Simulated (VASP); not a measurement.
Write the native input for VASP 6.6.1 that does the following.

| Property | Result |
| --- | --- |
| Task | single point |
| Functional | PBE |
| Dispersion | D3(BJ) |
| Potentials or basis | VASP PAW PBE potentials, release 64 (Ag) |
| Cutoff | 520 eV |
| k mesh | 4 × 4 × 1 |
| Occupations | gaussian, width 0.1 eV |
| Spin | no spin polarisation |
| Dipole correction | yes |
| Further INCAR settings | ALGO = Normal; EDIFF = 1e-06; NBANDS = 78 |

The structure of Ag lies in POSCAR:

```
Ag
1.0
    5.7606628207      0.0000000000      0.0000000000
   -2.8803314104      4.9888803454      0.0000000000
    0.0000000000      0.0000000000     20.7035614970
Ag
12
Direct
    0.3333333333      0.1666666667      0.3864069475
    0.3333333333      0.6666666667      0.3864069475
    0.8333333333      0.1666666667      0.3864069475
    0.8333333333      0.6666666667      0.3864069475
    0.6666666667      0.3333333333      0.5008244413
    0.6666666667      0.8333333333      0.5008244413
    0.1666666667      0.3333333333      0.5008244413
    0.1666666667      0.8333333333      0.5008244413
    0.0000000000      0.5000000000      0.6152895676
    0.0000000000      0.0000000000      0.6152895676
    0.5000000000      0.5000000000      0.6152895676
    0.5000000000      0.0000000000      0.6152895676
```

The input as run:

INCAR

```
SYSTEM = Ag
ALGO = Normal
DIPOL = 0.5 0.5 0.501
EDIFF = 1E-6
ENCUT = 520
GGA = PE
IDIPOL = 3
ISIF = 2
ISMEAR = 0
IVDW = 12
LASPH = .TRUE.
LCHARG = .FALSE.
LDIPOL = .TRUE.
LREAL = .FALSE.
LWAVE = .FALSE.
NBANDS = 78
NELM = 80
PREC = Accurate
SIGMA = 0.1
```

KPOINTS

```
k-points
0
G
  4 4 1
  0 0 0
```

Potentials or basis: VASP PAW PBE potentials, release 64 (Ag).

Run with:

```bash
$ cat potpaw_PBE.64/Ag/POTCAR > POTCAR
$ mpirun -np 1 vasp_std > vasp.out
```

It gave:

```
Largest force              : 0.009 eV/Å
Band gap on the k mesh     : zero (band 66 reaches 0.32 eV, above the bottom of band 67 at -0.12 eV)
Dispersion energy per atom : -0.406 eV
```

Wall time 6.6 min on 1 thread of Intel(R) Xeon(R) Platinum 8488C (Sapphire Rapids) (shared host), peak memory 0.75 GiB.
